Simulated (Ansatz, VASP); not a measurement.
# One calculation of Cr, two programs

INCAR

```
PREC = Accurate
ENCUT = 600
EDIFF = 1E-7
ISMEAR = -1
SIGMA = 0.1
LREAL = F
LASPH = T
NELM = 100
ALGO = Normal
ISIF = 3
LWAVE = F
LCHARG = F
GGA = CA
IBRION = 2
NSW = 80
EDIFFG = -0.01
```

File KPOINTS:

```
Automatic mesh
0
Gamma
  9 9 13
```

File POSCAR:

```
Cr
1.0
    4.0770582338      0.0000000000      0.0000000000
   -2.0385291169      3.5308360031      0.0000000000
    0.0000000000      0.0000000000      2.4992366973
Cr
3
Direct
    0.0000000000      0.0000000000      0.0000000000
    0.3333333333      0.6666666667      0.5000000000
    0.6666666667      0.3333333333      0.5000000000
```

Input for Ansatz:

```yaml
crystal:
  lattice:
    - [4.0770582338, 0.0, 0.0]
    - [-2.0385291169, 3.5308360031, 0.0]
    - [0.0, 0.0, 2.4992366973]
  atoms:
    - { symbol: Cr, position: [0.0, 0.0, 0.0] }
    - { symbol: Cr, position: [0.3333333333, 0.6666666667, 0.5] }
    - { symbol: Cr, position: [0.6666666667, 0.3333333333, 0.5] }
hamiltonian:
  xc: lda
  pseudopotentials:
    kind: paw
    azcp:
      Cr: "pseudopotentials/Cr.paw.azcp"
basis:
  ecutwfc: 420
  fft_grid_basis: typed
kpoints:
  mp_grid: { grid: [9, 9, 13], shift: [0, 0, 0] }
magnetization:
  spin_polarized: false
scf:
  occupations: { method: fermi_dirac, width: 0.1 }
relax:
  max_steps: 60
  f_tol: 0.01
  cell: {}
```

Alike in both runs: task relaxation of cell and atoms; functional LDA; k mesh 9 × 9 × 13; occupations fermi-dirac, width 0.1 eV; no spin polarisation.

```csv
,VASP,Ansatz
version,VASP 6.6.1,Ansatz 0.2.0
potentials or method,"VASP PAW LDA potentials, release 64 (Cr_pv), cutoff 600 eV","plane waves (420 eV) with PAW, scalar-relativistic"
valence electrons in the cell,36,42
```

VASP gave:

| Property | Result |
| --- | --- |
| relaxed volume (Å³/atom) | 11.10 |
| relaxed cell length with the largest relative difference (Å) | 2.231 |

Question: Estimate Ansatz's values.

Answer: Relaxed volume (Å³/atom): 11.10; relaxed cell length with the largest relative difference (Å): 2.230.

Ansatz warns that its potentials were made for another functional, while VASP's fit it. LDA's correlation is that of Perdew and Zunger in VASP and of Perdew and Wang (1992) in Ansatz. VASP's potentials hold 36 valence electrons a cell and Ansatz's 42, so a difference there can come from the potentials and not from the codes.
